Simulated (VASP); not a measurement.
# ZnO in VASP: a series of runs, part 2 of 2

VASP 6.6.1.

### Step 3. Single point, LDA

INCAR reads:

```
ALGO = Normal ; EDIFF = 1E-6
ENCUT = 520 ; GGA = CA
ISIF = 2 ; ISMEAR = -1
LASPH = T ; LCHARG = T
LELF = T ; LREAL = F
LVHAR = T ; LWAVE = F
NBANDS = 26 ; NELM = 80
PREC = Accurate ; SIGMA = 0.05
```

KPOINTS reads:

```
k-points
0
Gamma
  12 12 7
```

POSCAR reads:

```
ZnO
1.0
    3.2373510235      0.0000000000      0.0000000000
   -1.6186755117      2.8036282273      0.0000000000
    0.0000000000      0.0000000000      5.2220613000
Zn O
2 2
Direct
    0.6666666700      0.3333333300      0.5005917000
    0.3333333300      0.6666666700      0.0005917000
    0.6666666700      0.3333333300      0.8816332526
    0.3333333300      0.6666666700      0.3797183000
```

Potentials or basis: VASP PAW LDA potentials, release 64 (Zn, O).

On the command line:

```bash
$ cat potpaw_LDA.64/Zn/POTCAR potpaw_LDA.64/O/POTCAR > POTCAR
$ mpirun -np 1 vasp_std > vasp.out
```

OUTCAR:

```text
EDIFF = 1E-6
   ENCUT = 520
   GGA = CA
   ISIF = 2
   ISMEAR = -1
   LASPH = T
   LREAL = F
   NELM = 80
   PREC = Accurate

 ion  position               nearest neighbor table
   1  0.667  0.333  0.501-   4 1.97   4 1.97   4 1.97   3 1.99
   2  0.333  0.667  0.001-   3 1.97   3 1.97   3 1.97   4 1.98
   3  0.667  0.333  0.882-   2 1.97   2 1.97   2 1.97   1 1.99
   4  0.333  0.667  0.380-   1 1.97   1 1.97   1 1.97   2 1.98

  LATTYP: Found a hexagonal cell.
 ALAT       =     3.2373510235
[... 885 lines left out ...]
     25      14.1144      0.00000
     26      14.9539      0.00000

 [... further k-points ...]
[... 5 lines left out ...]
  --------------------------------------------------------------------------------------
  -------------------------------------------------------------------------------------
  Total       -1.6088093     -1.6088093     -1.6580236     -0.0000000      0.0000000     -0.0000000
  in kB      -54.3829748    -54.3829748    -56.0465805     -0.0000000      0.0000000     -0.0000000
  external PRESSURE =     -54.9375100 kB  Pullay stress =       0.0000000 kB

 VOLUME and BASIS-vectors are now :
 -----------------------------------------------------------------------------
  energy-cutoff  :      520.00
  volume of cell :       47.40
      direct lattice vectors                 reciprocal lattice vectors
     3.237351024  0.000000000  0.000000000     0.308894523  0.178340336  0.000000000
    -1.618675512  2.803628227  0.000000000     0.000000000  0.356680672  0.000000000
     0.000000000  0.000000000  5.222061300     0.000000000  0.000000000  0.191495263

 POSITION                                       TOTAL-FORCE (eV/Angst)
 -----------------------------------------------------------------------------------
      1.61868      0.93454      2.61412        -0.000000      0.000000      0.045905
     -0.00000      1.86909      0.00309         0.000000     -0.000000      0.021075
      1.61868      0.93454      4.60394         0.000000     -0.000000     -0.113227
     -0.00000      1.86909      1.98291        -0.000000      0.000000      0.046247
 -----------------------------------------------------------------------------------
    total drift:                               -0.000000     -0.000001      0.001074

  FREE ENERGIE OF THE ION-ELECTRON SYSTEM (eV)
  ---------------------------------------------------
  free  energy   TOTEN  =       -21.1297816386 eV

  energy  without entropy=      -21.1297781367  energy(sigma->0) =      -21.12977989
```

OSZICAR:

```text
N       E                     dE             d eps       ncg     rms          rms(c)
DAV:   1     0.292350779415E+03    0.29235E+03   -0.18222E+04  5920   0.202E+03
DAV:   2     0.750026745105E+01   -0.28485E+03   -0.26670E+03  6078   0.411E+02
DAV:   3    -0.235661180029E+02   -0.31066E+02   -0.30617E+02  6414   0.139E+02
DAV:   4    -0.241828553887E+02   -0.61674E+00   -0.61525E+00  6470   0.199E+01
DAV:   5    -0.241860839251E+02   -0.32285E-02   -0.32283E-02  6366   0.150E+00    0.145E+01
DAV:   6    -0.210380734677E+02    0.31480E+01   -0.60923E+00  9298   0.616E+01    0.918E+00
DAV:   7    -0.211969718922E+02   -0.15890E+00   -0.27045E+00  6042   0.166E+01    0.545E+00
DAV:   8    -0.211808828812E+02    0.16089E-01   -0.58226E-01  7750   0.709E+00    0.168E+00
DAV:   9    -0.211278122725E+02    0.53071E-01   -0.10355E-01  8422   0.656E+00    0.334E-01
DAV:  10    -0.211298065753E+02   -0.19943E-02   -0.35137E-02  5948   0.134E+00    0.813E-02
DAV:  11    -0.211297950210E+02    0.11554E-04   -0.52659E-04  6928   0.491E-01    0.283E-02
DAV:  12    -0.211297808598E+02    0.14161E-04   -0.10965E-04  7454   0.341E-01    0.741E-03
DAV:  13    -0.211297827802E+02   -0.19204E-05   -0.12794E-05  8518   0.492E-02    0.910E-03
DAV:  14    -0.211297816344E+02    0.11458E-05   -0.31100E-06  4834   0.161E-02    0.183E-03
DAV:  15    -0.211297816386E+02   -0.41691E-08   -0.27717E-07  2986   0.741E-03
   1 F= -.21129782E+02 E0= -.21129780E+02  d E =-.350182E-05
```

stdout:

```text
POSCAR found type information on POSCAR ZnO
 POSCAR found :  2 types and       4 ions
 scaLAPACK will be used
 LDA part: xc-table for (Slater(with rela. corr.)+CA(PZ))
 , standard interpolation
 POSCAR, INCAR and KPOINTS ok, starting setup
 FFT: planning ... GRIDC
 FFT: planning ... GRID_SOFT
 FFT: planning ... GRID
 WAVECAR not read
 entering main loop
```

Run time: 1.8 min. Hardware: 1 thread of Intel Xeon Platinum 8259CL at 2.50GHz (Skylake/Cascade Lake), shared host; peak memory 0.22 GiB.

What came out:

| Property | Result |
| --- | --- |
| Free energy | -21.1298 eV |
| Pressure | -5.5 GPa |
| Largest force | 0.113 eV/Å |
| Band gap on the k mesh | 0.74 eV, direct |

Forces in eV/Å, atoms in the order of the input:
```
Zn   0.000  0.000  0.046
Zn   0.000  0.000  0.021
O    0.000  0.000 -0.113
O    0.000  0.000  0.046
```

Stress tensor (GPa, compression positive):
```
-5.44  0.00  0.00
 0.00 -5.44  0.00
 0.00  0.00 -5.60
```

Levels at points of the mesh, in eV from the valence-band top:
```tsv
k point	band 16	band 17	band 18	band 19	band 20	band 21
(0.00, 0.00, 0.00)	-0.10	0.00	0.00	0.74	5.11	8.07
(0.50, 0.00, 0.00)	-2.30	-1.32	-0.86	5.70	6.71	7.42
```

A hybrid or GW would open this gap; LDA tends to underestimate it.

### Step 4. Single point, LDA

INCAR reads:

```
SYSTEM = ZnO
  PREC = Accurate
  ENCUT = 520
  EDIFF = 1E-6
  ISMEAR = -1
  SIGMA = 0.05
  LREAL = .False.
  LASPH = .True.
  NELM = 60
  ALGO = Normal
  ISIF = 2
  LWAVE = .False.
  LCHARG = .False.
  NBANDS = 26
```

KPOINTS reads:

```
regular mesh
0
Gamma
  12 12 7
  0 0 0
```

POSCAR, as its differences from that of step 3:

```diff
@@ -10,3 +10,3 @@
     0.3333333300      0.6666666700      0.0005917000
-    0.6666666700      0.3333333300      0.8816332526
+    0.6666666700      0.3333333300      0.8778033474
     0.3333333300      0.6666666700      0.3797183000
```

Potentials or basis: VASP PAW LDA potentials, release 64 (Zn, O).

On the command line:

```bash
$ cat potpaw_LDA.64/Zn/POTCAR potpaw_LDA.64/O/POTCAR > POTCAR
$ mpirun -np 1 vasp_std > vasp.out
```

OUTCAR:

```text
SYSTEM = ZnO
   PREC = Accurate
   ENCUT = 520
   EDIFF = 1E-6
   ISMEAR = -1
   LREAL = .False.
   LASPH = .True.
   NELM = 60
   ISIF = 2

 ion  position               nearest neighbor table
   1  0.667  0.333  0.501-   3 1.97   4 1.97   4 1.97   4 1.97
   2  0.333  0.667  0.001-   3 1.98   3 1.98   3 1.98   4 1.98
   3  0.667  0.333  0.878-   1 1.97   2 1.98   2 1.98   2 1.98
   4  0.333  0.667  0.380-   1 1.97   1 1.97   1 1.97   2 1.98

  LATTYP: Found a hexagonal cell.
 ALAT       =     3.2373510235
 C/A-ratio  =     1.6130661340

[... 884 lines left out ...]
     26      14.9305      0.00000

 [... further k-points ...]
[... 5 lines left out ...]
  --------------------------------------------------------------------------------------
  -------------------------------------------------------------------------------------
  Total       -1.6892302     -1.6892302     -1.4992333     -0.0000000      0.0000000      0.0000000
  in kB      -57.1014640    -57.1014640    -50.6789503     -0.0000000      0.0000000      0.0000000
  external PRESSURE =     -54.9606261 kB  Pullay stress =       0.0000000 kB

 VOLUME and BASIS-vectors are now :
 -----------------------------------------------------------------------------
  energy-cutoff  :      520.00
  volume of cell :       47.40
      direct lattice vectors                 reciprocal lattice vectors
     3.237351024  0.000000000  0.000000000     0.308894523  0.178340336  0.000000000
    -1.618675512  2.803628227  0.000000000     0.000000000  0.356680672  0.000000000
     0.000000000  0.000000000  5.222061300     0.000000000  0.000000000  0.191495263

 POSITION                                       TOTAL-FORCE (eV/Angst)
 -----------------------------------------------------------------------------------
      1.61868      0.93454      2.61412        -0.000000      0.000000     -0.043566
     -0.00000      1.86909      0.00309        -0.000000      0.000000     -0.014887
      1.61868      0.93454      4.58394         0.000000     -0.000000      0.111353
     -0.00000      1.86909      1.98291         0.000000     -0.000000     -0.052900
 -----------------------------------------------------------------------------------
    total drift:                               -0.000000     -0.000001      0.001070

  FREE ENERGIE OF THE ION-ELECTRON SYSTEM (eV)
  ---------------------------------------------------
  free  energy   TOTEN  =       -21.1298261573 eV

  energy  without entropy=      -21.1298226246  energy(sigma->0) =      -21.12982439
```

stdout:

```text
POSCAR found type information on POSCAR ZnO
 POSCAR found :  2 types and       4 ions
 scaLAPACK will be used
 LDA part: xc-table for (Slater(with rela. corr.)+CA(PZ))
 , standard interpolation
 POSCAR, INCAR and KPOINTS ok, starting setup
 FFT: planning ... GRIDC
 FFT: planning ... GRID_SOFT
 FFT: planning ... GRID
 WAVECAR not read
 entering main loop
```

Wall time 1.7 min (1 thread of Intel Xeon Platinum 8259CL at 2.50GHz (Skylake/Cascade Lake), shared host); peak memory 0.22 GiB.

What came out:

* Free energy: -21.1298 eV
* Pressure: -5.5 GPa
* Largest force: 0.111 eV/Å
* Band gap on the k mesh: 0.74 eV, direct

Forces on the atoms (eV/Å):
```
Zn   0.000  0.000 -0.044
Zn   0.000  0.000 -0.015
O    0.000  0.000  0.111
O    0.000  0.000 -0.053
```

Stress tensor (GPa, compression positive):
```
-5.71  0.00  0.00
 0.00 -5.71  0.00
 0.00  0.00 -5.07
```

Levels at points of the mesh, in eV from the valence-band top:
```
           k point  band 14  band 15  band 16  band 17  band 18  band 19  band 20  band 21  band 22  band 23
(0.00, 0.00, 0.00)    -0.82    -0.82    -0.08     0.00     0.00     0.74     5.12     8.08    12.72    12.72
(0.50, 0.00, 0.00)    -3.60    -2.89    -2.30    -1.33    -0.84     5.70     6.71     7.41     8.40    10.45
```
